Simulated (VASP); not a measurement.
A run of VASP 6.6.1 is set up as follows.

Contents of INCAR:

```
SYSTEM = Mo
PREC = Accurate ; ENCUT = 520
EDIFF = 1E-6 ; ISMEAR = -1
SIGMA = 0.1 ; LREAL = .FALSE.
LASPH = .TRUE. ; NELM = 80
ALGO = Normal ; ISIF = 2
LWAVE = .FALSE. ; LCHARG = .FALSE.
GGA = RE ; NBANDS = 21
```

File KPOINTS:

```
Automatic mesh
0
G
  15 15 7
  0 0 0
```

File POSCAR:

```
Mo
1.0
    2.8042179513      0.0000000000      0.0000000000
   -1.4021089757      2.4285239836      0.0000000000
    0.0000000000      0.0000000000      4.9734947704
Mo
2
Direct
    0.3333333333      0.6666666667      0.2500000000
    0.6666666667      0.3333333333      0.7500000000
```

Potentials or basis: VASP PAW PBE potentials, release 64 (Mo_sv).

The run is started by

```sh
$ cat potpaw_PBE.64/Mo_sv/POTCAR > POTCAR
$ mpirun -np 1 vasp_std > vasp.out
```

**Question.** Estimate the band gap on the k mesh.

**Answer.** Zero (bands 14 and 15 overlap by 1.57 eV).

**Question.** Estimate the pressure.

**Answer.** -8.0 GPa.

Stress tensor (GPa, compression positive):
```
-8.49  0.00  0.00
 0.00 -8.49  0.00
 0.00  0.00 -7.01
```

Caveat: the cell stands under tension; the PAW data sets were made with another functional, which shifts forces and pressure a little.
